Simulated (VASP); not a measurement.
# GaSb in VASP: further runs

GaSb is run at these levels: r2SCAN; tasks: single point.

All numbers are computed with VASP 6.6.1; they aren't measurements. Logs are shortened: lines on timing, memory, paths and dates and some standing lists are left out, and cuts for length are marked.

**1. The cell of the first run**

The structure is cubic, space group F-43m (No. 216). Conventional cell: a = 6.132 Å, b = 6.132 Å, c = 6.132 Å, α = 90.00°, β = 90.00°, γ = 90.00°. Within 3.5 Å of Ga (site symmetry -43m) lie 4 Sb at 2.66 Å. Within 3.5 Å of Sb (site symmetry -43m) lie 4 Ga at 2.66 Å.

**2. Single point, r2SCAN, non-collinear spin, zero start, spin-orbit coupling**

The input, POSCAR:

```
GaSb
1.0
    0.0000000000      3.0658787979      3.0658787979
    3.0658787979      0.0000000000      3.0658787979
    3.0658787979      3.0658787979      0.0000000000
Ga Sb
1 1
Direct
    0.0000000000      0.0000000000      0.0000000000
    0.2500000000      0.2500000000      0.2500000000
```

The input, INCAR.step1:

```
SYSTEM = GaSb
PREC     = Accurate       ! precision mode
ENCUT    = 520            ! plane-wave cutoff, eV
ISMEAR   = -1             ! smearing method
SIGMA    = 0.02           ! smearing width, eV
LREAL    = .FALSE.        ! projectors in reciprocal space
LASPH    = .TRUE.         ! aspherical terms in the spheres
NELM     = 150            ! most SCF steps
MAGMOM   = 0 0 0 0 0 0    ! initial moments
LSORBIT  = .TRUE.         ! spin-orbit coupling
GGA_COMPAT= .FALSE.      
NBANDS   = 30             ! bands
GGA      = PE             ! functional
ALGO     = Normal         ! electronic algorithm
EDIFF    = 1E-4           ! SCF threshold, eV
LWAVE    = .TRUE.         ! write WAVECAR
LCHARG   = .FALSE.        ! write CHGCAR
```

The input, INCAR.step2:

```
SYSTEM = GaSb
PREC     = Accurate       ! precision mode
ENCUT    = 520            ! plane-wave cutoff, eV
EDIFF    = 1E-6           ! SCF threshold, eV
ISMEAR   = -1             ! smearing method
SIGMA    = 0.02           ! smearing width, eV
LREAL    = .FALSE.        ! projectors in reciprocal space
LASPH    = .TRUE.         ! aspherical terms in the spheres
NELM     = 150            ! most SCF steps
ALGO     = Normal         ! electronic algorithm
ISIF     = 2              ! what is computed and relaxed
LWAVE    = .FALSE.        ! write WAVECAR
LCHARG   = .FALSE.        ! write CHGCAR
MAGMOM   = 0 0 0 0 0 0    ! initial moments
LORBIT   = 11             ! projections on sites
LSORBIT  = .TRUE.         ! spin-orbit coupling
GGA_COMPAT= .FALSE.      
LORBMOM  = .TRUE.       
METAGGA  = R2SCAN         ! meta-GGA
LMIXTAU  = .TRUE.       
NBANDS   = 30             ! bands
ISTART   = 1
```

The input, KPOINTS:

```
regular mesh
0
G
  8 8 8
  0 0 0
```

Potentials or basis: VASP PAW PBE potentials, release 64 (Ga_d, Sb).

On the command line:

```console
$ cat potpaw_PBE.64/Ga_d/POTCAR potpaw_PBE.64/Sb/POTCAR > POTCAR
$ cp INCAR.step1 INCAR
$ mpirun -np 1 vasp_ncl > vasp.out
$ cp INCAR.step2 INCAR
$ mpirun -np 1 vasp_ncl > vasp.out
```

OUTCAR:

```text
SYSTEM = GaSb
   PREC = Accurate
   ENCUT = 520
   EDIFF = 1E-6
   ISMEAR = -1
   LREAL = .FALSE.
   LASPH = .TRUE.
   NELM = 150
   ISIF = 2
   LORBIT = 11
   LSORBIT = .TRUE.
   METAGGA = R2SCAN
   ISTART = 1

 ion  position               nearest neighbor table
   1  0.000  0.000  0.000-   2 2.66   2 2.66   2 2.66   2 2.66
   2  0.250  0.250  0.250-   1 2.66   1 2.66   1 2.66   1 2.66

  LATTYP: Found a face centered cubic cell.
 ALAT       =     6.1317575958

  Lattice vectors:

 A1 = (   0.0000000000,   3.0658787979,   3.0658787979)
 A2 = (   3.0658787979,   0.0000000000,   3.0658787979)
 A3 = (   3.0658787979,   3.0658787979,   0.0000000000)

Analysis of symmetry for initial positions (statically):
=====================================================================
 Subroutine PRICEL returns:
 Original cell was already a primitive cell.

 Routine SETGRP: Setting up the symmetry group for a
 face centered cubic supercell.

 Subroutine GETGRP returns: Found 24 space group operations
 (whereof 24 operations were pure point group operations)
 out of a pool of 48 trial point group operations.

The static configuration has the point symmetry T_d .

Analysis of symmetry for dynamics (positions and initial velocities):
=====================================================================
 Subroutine PRICEL returns:
 Original cell was already a primitive cell.

 Routine SETGRP: Setting up the symmetry group for a
 face centered cubic supercell.

 Subroutine GETGRP returns: Found 24 space group operations
 (whereof 24 operations were pure point group operations)
 out of a pool of 48 trial point group operations.

The dynamic configuration has the point symmetry T_d .

Analysis of structural, dynamic, and magnetic symmetry:
=====================================================================
 Subroutine PRICEL returns:
 Original cell was already a primitive cell.

 Routine SETGRP: Setting up the symmetry group for a
 face centered cubic supercell.

 Subroutine GETGRP returns: Found 24 space group operations
 (whereof 24 operations were pure point group operations)
 out of a pool of 48 trial point group operations.

The overall configuration has the point symmetry T_d .

 Subroutine INISYM returns: Found 24 space group operations
 (whereof 24 operations are pure point group operations),
 and found     1 'primitive' translations

----------------------------------------------------------------------------------------

                                     Primitive cell

  volume of cell :      57.6361

  direct lattice vectors                    reciprocal lattice vectors
     0.000000000  3.065878798  3.065878798    -0.163085377  0.163085377  0.163085377
     3.065878798  0.000000000  3.065878798     0.163085377 -0.163085377  0.163085377
     3.065878798  3.065878798  0.000000000     0.163085377  0.163085377 -0.163085377

  length of vectors
     4.335807377  4.335807377  4.335807377     0.282472159  0.282472159  0.282472159

  position of ions in fractional coordinates (direct lattice)
     0.000000000  0.000000000  0.000000000
     0.250000000  0.250000000  0.250000000

  ion indices of the primitive-cell ions
   primitive index   ion index
                 1           1
                 2           2

----------------------------------------------------------------------------------------

 KPOINTS: regular mesh

Automatic generation of k-mesh.
 Grid dimensions read from file:
 generate k-points for:    8    8    8

 Generating k-lattice:

  Cartesian coordinates                     Fractional coordinates (reciprocal lattice)
    -0.020385672  0.020385672  0.020385672     0.125000000  0.000000000  0.000000000
     0.020385672 -0.020385672  0.020385672     0.000000000  0.125000000  0.000000000
     0.020385672  0.020385672 -0.020385672     0.000000000  0.000000000  0.125000000

  Length of vectors
     0.035309020  0.035309020  0.035309020

  Shift w.r.t. Gamma in fractional coordinates (k-lattice)
     0.000000000  0.000000000  0.000000000

[... 87 lines left out ...]

 number of electron      17.9999989 magnetization       0.0000000      0.0000000      0.0000000

 number of electron      17.9999989 magnetization      -0.0000000      0.0000000     -0.0000000

 number of electron      17.9999989 magnetization      -0.0000000     -0.0000000     -0.0000000

 Free energy of the ion-electron system (eV)
  ---------------------------------------------------
  ext. energy  EPLUGINS =         0.00000000
  ---------------------------------------------------
  free energy    TOTEN  =       -37.66316736 eV

  energy without entropy =      -37.66315394  energy(sigma->0) =      -37.66316065

 E-fermi :   4.9345     XC(G=0):  -9.6888

 val. band max:        4.8375742566   @ k =   0.0000   0.0000   0.0000
 cond. band min:       5.0173721250   @ k =   0.0000   0.0000   0.0000
 fundamental gap:      0.1797978684
 Fermi energy:         4.9344835987

 k-point     1 :       0.0000    0.0000    0.0000
  band No.  band energies     occupation
      1     -11.1252      1.00000
      2     -11.1252      1.00000
      3     -11.1252      1.00000
      4     -11.1252      1.00000
      5     -10.6877      1.00000
      6     -10.6877      1.00000
[... 781 lines left out ...]
     29      15.2129      0.00000
     30      15.2642      0.00000

 [... further k-points ...]
[... 5 lines left out ...]
  --------------------------------------------------------------------------------------
  -------------------------------------------------------------------------------------
  Total        0.0439675      0.0439675      0.0439675     -0.0000000      0.0000000      0.0000000
  in kB        1.2222144      1.2222144      1.2222144     -0.0000000      0.0000000      0.0000000
  external PRESSURE =       1.2222144 kB  Pullay stress =       0.0000000 kB

 VOLUME and BASIS-vectors are now :
 -----------------------------------------------------------------------------
  energy-cutoff  :      520.00
  volume of cell :       57.64
      direct lattice vectors                 reciprocal lattice vectors
     0.000000000  3.065878798  3.065878798    -0.163085377  0.163085377  0.163085377
     3.065878798  0.000000000  3.065878798     0.163085377 -0.163085377  0.163085377
     3.065878798  3.065878798  0.000000000     0.163085377  0.163085377 -0.163085377

 POSITION                                       TOTAL-FORCE (eV/Angst)
 -----------------------------------------------------------------------------------
      0.00000      0.00000      0.00000         0.000000      0.000000      0.000000
      1.53294      1.53294      1.53294        -0.000000     -0.000000     -0.000000
 -----------------------------------------------------------------------------------
    total drift:                               -0.000001     -0.000001     -0.000001

  FREE ENERGIE OF THE ION-ELECTRON SYSTEM (eV)
  ---------------------------------------------------
  free  energy   TOTEN  =       -37.6631673565 eV

  energy  without entropy=      -37.6631539435  energy(sigma->0) =      -37.66316065

 orbital moment (x)

 # of ion     p       d       tot
 ----------------------------------------
  1        -0.000  -0.000  -0.000
  2         0.000  -0.000   0.000
 ----------------------------------------
            0.000  -0.000   0.000

 orbital moment (y)

 # of ion     p       d       tot
 ----------------------------------------
  1        -0.000  -0.000  -0.000
  2         0.000  -0.000   0.000
 ----------------------------------------
            0.000  -0.000   0.000

 orbital moment (z)

 # of ion     p       d       tot
 ----------------------------------------
  1        -0.000  -0.000  -0.000
  2         0.000  -0.000  -0.000
 ----------------------------------------
           -0.000  -0.000  -0.000

 Spin-Orbit-Coupling matrix elements

 Ion:    1  E_soc:     -0.0119635
 l=   1
     0.0000000    -0.0012039    -0.0012039
    -0.0012039     0.0000000    -0.0012039
    -0.0012039    -0.0012039     0.0000000
 l=   2
     0.0000000    -0.0001504     0.0000000    -0.0001504    -0.0006397
    -0.0001504     0.0000000    -0.0004798    -0.0001504    -0.0001599
     0.0000000    -0.0004798     0.0000000    -0.0004798     0.0000000
    -0.0001504    -0.0001504    -0.0004798     0.0000000    -0.0001599
    -0.0006397    -0.0001599     0.0000000    -0.0001599     0.0000000
 l=   3
     0.0000000     0.0000000     0.0000000     0.0000000     0.0000000     0.0000000     0.0000000
     0.0000000     0.0000000     0.0000000     0.0000000     0.0000000     0.0000000     0.0000000
     0.0000000     0.0000000     0.0000000     0.0000000     0.0000000     0.0000000     0.0000000
     0.0000000     0.0000000     0.0000000     0.0000000     0.0000000     0.0000000     0.0000000
     0.0000000     0.0000000     0.0000000     0.0000000     0.0000000     0.0000000     0.0000000
     0.0000000     0.0000000     0.0000000     0.0000000     0.0000000     0.0000000     0.0000000
     0.0000000     0.0000000     0.0000000     0.0000000     0.0000000     0.0000000     0.0000000

 Ion:    2  E_soc:     -0.1154478
 l=   1
     0.0000000    -0.0190963    -0.0190963
    -0.0190963     0.0000000    -0.0190963
    -0.0190963    -0.0190963     0.0000000
 l=   2
     0.0000000    -0.0000582     0.0000000    -0.0000582    -0.0000868
    -0.0000582     0.0000000    -0.0000651    -0.0000582    -0.0000217
     0.0000000    -0.0000651     0.0000000    -0.0000651     0.0000000
    -0.0000582    -0.0000582    -0.0000651     0.0000000    -0.0000217
    -0.0000868    -0.0000217     0.0000000    -0.0000217     0.0000000
 l=   3
     0.0000000     0.0000000     0.0000000     0.0000000     0.0000000     0.0000000     0.0000000
     0.0000000     0.0000000     0.0000000     0.0000000     0.0000000     0.0000000     0.0000000
     0.0000000     0.0000000     0.0000000     0.0000000     0.0000000     0.0000000     0.0000000
     0.0000000     0.0000000     0.0000000     0.0000000     0.0000000     0.0000000     0.0000000
     0.0000000     0.0000000     0.0000000     0.0000000     0.0000000     0.0000000     0.0000000
     0.0000000     0.0000000     0.0000000     0.0000000     0.0000000     0.0000000     0.0000000
     0.0000000     0.0000000     0.0000000     0.0000000     0.0000000     0.0000000     0.0000000

 total charge

# of ion       s       p       d       tot
------------------------------------------
    1        0.875   0.762   9.964  11.601
    2        1.104   1.357   0.028   2.489
--------------------------------------------------
tot          1.979   2.119   9.992  14.090

 magnetization (x)

# of ion       s       p       d       tot
------------------------------------------
    1        0.000   0.000   0.000   0.000
    2        0.000   0.000   0.000   0.000
--------------------------------------------------
tot          0.000   0.000   0.000   0.000

 magnetization (y)

# of ion       s       p       d       tot
------------------------------------------
    1        0.000  -0.000   0.000   0.000
    2        0.000   0.000   0.000   0.000
--------------------------------------------------
tot          0.000  -0.000   0.000   0.000

 magnetization (z)

# of ion       s       p       d       tot
------------------------------------------
    1        0.000  -0.000   0.000  -0.000
    2        0.000   0.000   0.000   0.000
--------------------------------------------------
tot          0.000  -0.000   0.000  -0.000
```

Run time: 7.4 min. Hardware: 1 thread of Intel Xeon Platinum 8488C (Sapphire Rapids), shared host; peak memory 0.43 GiB.

What came out:

- Free energy: -37.6632 eV
- Pressure: 0.1 GPa
- Net moment: 0.00 μB per cell
- Valence electrons inside the program's atomic spheres: Ga 11.60; Sb 2.49

Moments on the atoms (μB; x, y, z):
```
Ga  0.00 0.00 0.00
Sb  0.00 0.00 0.00
```

Caveat: the PAW data sets were made with another functional, which shifts forces and pressure a little.

(Part 1 of 2 ends here.)
